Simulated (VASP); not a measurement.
A run of VASP 6.6.1 is set up as follows.

Contents of INCAR:

```
SYSTEM = Ag
  ALGO = Fast
  EDIFF = 1E-7
  ENCUT = 520
  GGA = PS
  ISIF = 2
  ISMEAR = 0
  LASPH = .TRUE.
  LCHARG = .FALSE.
  LREAL = .FALSE.
  LWAVE = .FALSE.
  NBANDS = 18
  NELM = 60
  PREC = Accurate
  SIGMA = 0.15
```

The input KPOINTS:

```
k-points
0
G
  18 18 10
  0 0 0
```

Contents of POSCAR:

```
Ag
1.0
    2.9299980804      0.0000000000      0.0000000000
   -1.4649990402      2.5374527707      0.0000000000
    0.0000000000      0.0000000000      4.6103750000
Ag
2
Direct
    0.3333333333      0.6666666667      0.2500000000
    0.6666666667      0.3333333333      0.7500000000
```

Potentials or basis: VASP PAW PBE potentials, release 64 (Ag).

Command:

```bash
$ cat potpaw_PBE.64/Ag/POTCAR > POTCAR
$ mpirun -np 1 vasp_std > vasp.out
```

Task: Predict the pressure.

Result: -2.8 GPa.

Task: What does it give for the band gap on the k mesh?

Result: Zero (band 11 reaches 12.03 eV, above the bottom of band 12 at 4.80 eV).

Stress tensor (GPa, compression positive):
```
-4.08  0.00  0.00
 0.00 -4.08  0.00
 0.00  0.00 -0.39
```

Caveat: the cell differs from its parent crystal (strain -0.0375 x Voigt [0, 0, 1, 0, 0, 0]); the PAW data sets were made with another functional, which shifts forces and pressure a little.
